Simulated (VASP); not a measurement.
# Be4TeSe3 (P-43m) in VASP: a series of runs

Runs on Be4TeSe3. Level: PBE. Tasks: single point.

Program: VASP 6.6.1. These are calculated values, not measurements. Logs are shortened: lines on timing, memory, paths and dates and some standing lists are left out, and cuts for length are marked.

### 1 The cell of the first run

The structure is cubic, space group P-43m (No. 215). The conventional cell has a = 5.303 Å, b = 5.303 Å, c = 5.303 Å, α = 90.00°, β = 90.00°, γ = 90.00°. Within 3.0 Å of Be (site symmetry 3m) lie 3 Se at 2.27 Å and 1 Te at 2.38 Å. Te (site symmetry -43m) has 4 Be at 2.38 Å within 3.1 Å. Se (site symmetry -42m) has 4 Be at 2.27 Å within 3.0 Å.

### 2 Single point, PBE

INCAR

```
PREC = Accurate
ENCUT = 600
EDIFF = 1E-6
ISMEAR = 0
SIGMA = 0.15
LREAL = False
LASPH = True
NELM = 120
ALGO = Normal
ISIF = 2
LWAVE = False
LCHARG = False
GGA = PE
NBANDS = 26
GGA_COMPAT = False
```

KPOINTS

```
regular mesh
0
Gamma
  2 2 2
```

POSCAR

```
Be4TeSe3
1.0
    5.3028147150      0.0000000000      0.0000000000
    0.0000000000      5.3028147150      0.0000000000
    0.0000000000      0.0000000000      5.3028147150
Be Te Se
4 1 3
Direct
    0.2406632443      0.2406632443      0.2406632443
    0.7593367557      0.7593367557      0.2406632443
    0.7593367557      0.2406632443      0.7593367557
    0.2406632443      0.7593367557      0.7593367557
    0.5000000000      0.5000000000      0.5000000000
    0.5000000000      0.0000000000      0.0000000000
    0.0000000000      0.5000000000      0.0000000000
    0.0000000000      0.0000000000      0.5000000000
```

Potentials or basis: VASP PAW PBE potentials, release 64 (Be, Te, Se).

Launch:

```console
cat potpaw_PBE.64/Be/POTCAR potpaw_PBE.64/Te/POTCAR potpaw_PBE.64/Se/POTCAR > POTCAR
mpirun -np 1 vasp_std > vasp.out
```

OUTCAR:

```text
PREC = Accurate
   ENCUT = 600
   EDIFF = 1E-6
   ISMEAR = 0
   LREAL = False
   LASPH = True
   NELM = 120
   ISIF = 2
   GGA = PE

 ion  position               nearest neighbor table
   1  0.241  0.241  0.241-   6 2.27   7 2.27   8 2.27   5 2.38
   2  0.759  0.759  0.241-   6 2.27   7 2.27   8 2.27   5 2.38
   3  0.759  0.241  0.759-   6 2.27   7 2.27   8 2.27   5 2.38
   4  0.241  0.759  0.759-   6 2.27   7 2.27   8 2.27   5 2.38
   5  0.500  0.500  0.500-   1 2.38   2 2.38   3 2.38   4 2.38
   6  0.500  0.000  0.000-   1 2.27   2 2.27   3 2.27   4 2.27
   7  0.000  0.500  0.000-   1 2.27   2 2.27   3 2.27   4 2.27
   8  0.000  0.000  0.500-   1 2.27   2 2.27   3 2.27   4 2.27

  LATTYP: Found a simple cubic cell.
 ALAT       =     5.3028147150

  Lattice vectors:

 A1 = (   5.3028147150,   0.0000000000,   0.0000000000)
 A2 = (   0.0000000000,   5.3028147150,   0.0000000000)
 A3 = (   0.0000000000,   0.0000000000,   5.3028147150)

Analysis of symmetry for initial positions (statically):
=====================================================================
 Subroutine PRICEL returns:
 Original cell was already a primitive cell.

 Routine SETGRP: Setting up the symmetry group for a
 simple cubic supercell.

 Subroutine GETGRP returns: Found 24 space group operations
 (whereof 24 operations were pure point group operations)
 out of a pool of 48 trial point group operations.

The static configuration has the point symmetry T_d .

Analysis of symmetry for dynamics (positions and initial velocities):
=====================================================================
 Subroutine PRICEL returns:
 Original cell was already a primitive cell.

 Routine SETGRP: Setting up the symmetry group for a
 simple cubic supercell.

 Subroutine GETGRP returns: Found 24 space group operations
 (whereof 24 operations were pure point group operations)
 out of a pool of 48 trial point group operations.

The dynamic configuration has the point symmetry T_d .

 Subroutine INISYM returns: Found 24 space group operations
 (whereof 24 operations are pure point group operations),
 and found     1 'primitive' translations

----------------------------------------------------------------------------------------

                                     Primitive cell
[... 84 lines left out ...]
   EDIFFG = 0.1E-04   stopping-criterion for IOM
   NSW    =      0    number of steps for IOM
   IBRION =     -1    ionic relax: 0-MD 1-quasi-New 2-CG
   NFREE  =      0    steps in history (QN), initial steepest desc. (CG)
   ISIF   =      2    stress and relaxation
   ISYM   =      2    0-nonsym 1-usesym 2-fastsym
   POTIM  = 0.5000    time-step for ionic-motion
   TEBEG  =    0.0;   TEEND  =   0.0 temperature during run
   PSTRESS=    0.0 pullay stress
   NELECT =      32.0000    total number of electrons
   NUPDOWN=      -1.0000    fix difference up-down
   EMIN   =  10.00;   EMAX   =-10.00  energy-range for DOS
   EFERMI =   0.00;   METHOD = LEGACY
   ISMEAR =     0;   SIGMA  =   0.15  broadening in eV -4-tet -1-fermi 0-gaus
   EFERMI_NEDOS =   21; number of points for ismear=-14 and -15
   IALGO  =     38    algorithm
   IMIX   =      4    mixing-type and parameters
     AMIX     =   0.40;   BMIX     =  1.00
     AMIX_MAG =   1.60;   BMIX_MAG =  1.00
  volume/ion in A,a.u.               =      18.64       125.78
  Fermi-wavevector in a.u.,A,eV,Ry     =   0.980133  1.852183 13.070584  0.960661
  Thomas-Fermi vector in A             =   2.111040
   LORBIT       =      0    0 simple, 1 ext, 2 COOP (PROOUT), +10 PAW based schemes
   GGA     = PE    functional components
   LHFCALC =     F    Hartree Fock is set to
   AEXX    =    0.0000 exact exchange contribution
   IVDW    =     0    specifies the selected vdW correction
   LEPSILON=     F    determine dielectric tensor
   LRPA    =     F    only Hartree local field effects (RPA)
 non-spin polarized calculation
 Gauss-broadening in eV      SIGMA  =   0.15
  energy-cutoff  :      600.00
  volume of cell :      149.11
 maximum number of plane-waves:      4972
   NGX = 21   NGY = 21   NGZ = 21

 number of electron      31.9999995 magnetization

 Free energy of the ion-electron system (eV)
  ---------------------------------------------------
  ext. energy  EPLUGINS =         0.00000000
  ---------------------------------------------------
  free energy    TOTEN  =       -33.66842519 eV

  energy without entropy =      -33.66842519  energy(sigma->0) =      -33.66842519

 E-fermi :   4.5201     XC(G=0):  -9.2468

 val. band max:        3.8240769642   @ k =   0.0000   0.0000   0.0000
 cond. band min:       5.9058579221   @ k =   0.0000   0.0000   0.0000
 fundamental gap:      2.0817809579
 Fermi energy:         4.5200968046

 k-point     1 :       0.0000    0.0000    0.0000
  band No.  band energies     occupation
      1      -9.7559      2.00000
      2      -8.3958      2.00000
      3      -8.3958      2.00000
      4      -6.4647      2.00000
      5      -1.2774      2.00000
      6      -1.2774      2.00000
[... 105 lines left out ...]
     25       9.2576      0.00000
     26       9.2582      0.00000

------------------------ aborting loop because EDIFF is reached ----------------------------------------

  FORCE on cell =-STRESS in cart. coord.  units (eV):
  Direction    XX          YY          ZZ          XY          YZ          ZX
  --------------------------------------------------------------------------------------
  -------------------------------------------------------------------------------------
  Total        0.7469237      0.7469237      0.7469237      0.0000000     -0.0000000      0.0000000
  in kB        8.0254149      8.0254149      8.0254149      0.0000000     -0.0000000      0.0000000
  external PRESSURE =       8.0254149 kB  Pullay stress =       0.0000000 kB

 VOLUME and BASIS-vectors are now :
 -----------------------------------------------------------------------------
  energy-cutoff  :      600.00
  volume of cell :      149.11
      direct lattice vectors                 reciprocal lattice vectors
     5.302814715  0.000000000  0.000000000     0.188579095  0.000000000  0.000000000
     0.000000000  5.302814715  0.000000000     0.000000000  0.188579095  0.000000000
     0.000000000  0.000000000  5.302814715     0.000000000  0.000000000  0.188579095

 POSITION                                       TOTAL-FORCE (eV/Angst)
 -----------------------------------------------------------------------------------
      1.27619      1.27619      1.27619        -0.021694     -0.021694     -0.021694
      4.02662      4.02662      1.27619         0.021694      0.021694     -0.021694
      4.02662      1.27619      4.02662         0.021694     -0.021694      0.021694
      1.27619      4.02662      4.02662        -0.021694      0.021694      0.021694
      2.65141      2.65141      2.65141        -0.000000     -0.000000     -0.000000
      2.65141      0.00000      0.00000        -0.000000     -0.000000     -0.000000
      0.00000      2.65141      0.00000         0.000000     -0.000000     -0.000000
      0.00000      0.00000      2.65141         0.000000     -0.000000     -0.000000
 -----------------------------------------------------------------------------------
    total drift:                               -0.000000     -0.000000      0.000000

  FREE ENERGIE OF THE ION-ELECTRON SYSTEM (eV)
  ---------------------------------------------------
  free  energy   TOTEN  =       -33.6684251904 eV

  energy  without entropy=      -33.6684251904  energy(sigma->0) =      -33.66842519
```

stdout:

```text
POSCAR found type information on POSCAR BeTeSe
 POSCAR found :  3 types and       8 ions
 scaLAPACK will be used
 LDA part: xc-table for (Slater+PW92), standard interpolation
 POSCAR, INCAR and KPOINTS ok, starting setup
 FFT: planning ... GRIDC
 FFT: planning ... GRID_SOFT
 FFT: planning ... GRID
 WAVECAR not read
 entering main loop
```

Wall time 27 s (1 thread of AMD EPYC 7R43 (Zen 3), shared host); peak memory 0.22 GiB.

What came out:

```yaml
Free_energy: -33.6684 eV
Pressure: 0.8 GPa
Largest_force: 0.038 eV/Å
Band_gap_on_the_k_mesh: 2.08 eV, direct
```

Forces in eV/Å, atoms in the order of the input:
```
Be  -0.022 -0.022 -0.022
Be   0.022  0.022 -0.022
Be   0.022 -0.022  0.022
Be  -0.022  0.022  0.022
Te   0.000  0.000  0.000
Se   0.000  0.000  0.000
Se   0.000  0.000  0.000
Se   0.000  0.000  0.000
```

Caveat: the k points lie up to 0.59 Å⁻¹ apart; spin-orbit coupling is left out, which moves the levels of the heavy elements.

### 3 Single point, PBE

INCAR

```
  PREC = Accurate
  ENCUT = 600
  EDIFF = 1E-6
  ISMEAR = 0
  SIGMA = 0.15
  LREAL = False
  LASPH = True
  NELM = 120
  ALGO = Normal
  ISIF = 2
  LWAVE = False
  LCHARG = False
  GGA = PE
  NBANDS = 26
  GGA_COMPAT = False
```

KPOINTS

```
regular mesh
0
Gamma
  3 3 3
```

POSCAR

```
Be4TeSe3
1.0
    5.3037861033      0.0000000000      0.0000000000
    0.0000000000      5.3037861033      0.0000000000
    0.0000000000      0.0000000000      5.3037861033
Be Te Se
4 1 3
Direct
    0.7398284192      0.2601715808      0.7398284192
    0.2601715808      0.7398284192      0.7398284192
    0.7398284192      0.7398284192      0.2601715808
    0.2601715808      0.2601715808      0.2601715808
    0.0000000000      0.0000000000      0.0000000000
    0.5000000000      0.0000000000      0.5000000000
    0.0000000000      0.5000000000      0.5000000000
    0.5000000000      0.5000000000      0.0000000000
```

Potentials or basis: VASP PAW PBE potentials, release 64 (Be, Te, Se).

Launch:

```console
cat potpaw_PBE.64/Be/POTCAR potpaw_PBE.64/Te/POTCAR potpaw_PBE.64/Se/POTCAR > POTCAR
mpirun -np 1 vasp_std > vasp.out
```

Run time: 25 s. Hardware: 1 thread of AMD EPYC 7R43 (Zen 3), shared host; peak memory 0.21 GiB.

It converged, with:

```yaml
Free_energy: -33.9334 eV
Pressure: 0.2 GPa
Largest_force: 0.036 eV/Å
Band_gap_on_the_k_mesh: 2.03 eV, direct
```

Forces on the atoms (eV/Å):
```
Be   0.021 -0.021  0.021
Be  -0.021  0.021  0.021
Be   0.021  0.021 -0.021
Be  -0.021 -0.021 -0.021
Te   0.000  0.000  0.000
Se   0.000  0.000  0.000
Se   0.000  0.000  0.000
Se   0.000  0.000  0.000
```

Levels at points of the mesh, in eV from the valence-band top:
| k point | band 12 | band 13 | band 14 | band 15 | band 16 | band 17 | band 18 | band 19 | band 20 | band 21 |
| --- | --- | --- | --- | --- | --- | --- | --- | --- | --- | --- |
| (0.00, 0.00, 0.00) | -2.60 | -2.60 | 0.00 | 0.00 | 0.00 | 2.03 | 2.44 | 2.44 | 3.67 | 3.67 |

Caveat: spin-orbit coupling is left out, which moves the levels of the heavy elements.
